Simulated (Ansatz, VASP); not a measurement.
**C in VASP and in Ansatz**

INCAR

```
PREC = Accurate ; ENCUT = 520
EDIFF = 1E-7 ; ISMEAR = -1
SIGMA = 0.1 ; LREAL = False
LASPH = True ; NELM = 60
ALGO = Normal ; ISIF = 2
LWAVE = False ; LCHARG = False
GGA = PE ; NBANDS = 8
```

File KPOINTS:

```
Automatic mesh
0
Gamma
  22 22 22
```

POSCAR

```
C
1.0
    0.0000000000      1.2994052354      1.2994052354
    1.2994052354      0.0000000000      1.2994052354
    1.2994052354      1.2994052354      0.0000000000
C
1
Direct
    0.0000000000      0.0000000000      0.0000000000
```

Input for Ansatz:

```yaml
crystal:
  lattice:
    - [0.0, 1.2994052354, 1.2994052354]
    - [1.2994052354, 0.0, 1.2994052354]
    - [1.2994052354, 1.2994052354, 0.0]
  atoms:
    - { symbol: C, position: [0.0, 0.0, 0.0] }
kpoints:
  mp_grid: { grid: [22, 22, 22] }
scf:
  occupations: { method: fermi_dirac, width: 0.1 }
hamiltonian:
  xc: pbe
  pseudopotentials: { kind: all_electron, lapw: { basis_error: 0.001 } }
output:
  forces: true
  stress: true
  eigenvalues: true
  populations: true
```

Change from the starting cell: volume scaled by 0.6, LAPW.

Alike in both runs: task single point; functional PBE; k mesh 22 × 22 × 22; occupations fermi-dirac, width 0.1 eV; no spin polarisation.

|  | VASP | Ansatz |
| --- | --- | --- |
| version | VASP 6.6.1 | Ansatz 0.2.0 |
| potentials or method | VASP PAW PBE potentials, release 64 (C), cutoff 520 eV | all-electron LAPW, scalar-relativistic |

Ansatz gave:

```
pressure (GPa) : 194.2
```

Estimate VASP's values.

pressure (GPa): 194.9.

Both programs put the cell under a high pressure, so it lies far from rest at this level. Ansatz ran all-electron here, and VASP with PAW potentials.

Noted on VASP's run: the cell as given lies far from equilibrium.
